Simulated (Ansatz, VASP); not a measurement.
# Two plane-wave programs on HCl

```
Cl H
1.0
    15.00000    0.00000    0.00000
     0.00000   15.50000    0.00000
     0.00000    0.00000   16.00000
Cl H
1 1
Cartesian
  6.9469 7.7344 7.6698
  8.0531 7.7656 8.3302
```

Alike in both runs: functional PBE; dispersion D3(BJ); k mesh 1 × 1 × 1; occupations gaussian, width 0.005 eV; no spin polarisation.

Ansatz relaxed the structure, and its values are those at the end. VASP's run is a single point on that final structure, the one shown.

|  | VASP | Ansatz |
| --- | --- | --- |
| version | VASP 6.6.1 | Ansatz 0.2.0 |
| potentials or method | VASP PAW PBE potentials, release 64 (Cl, H), cutoff 520 eV | scalar-relativistic, plane waves, PAW |
| valence electrons in the cell | 8 | 8 |

Ansatz gave:

```
gap on the k mesh at the Fermi level (eV) : 6.82
rms of the force components (eV/Å)        : 0.001
```

**Question.** Estimate VASP's values.

**Answer.** gap on the k mesh at the Fermi level (eV): 6.85; rms of the force components (eV/Å): 0.071.
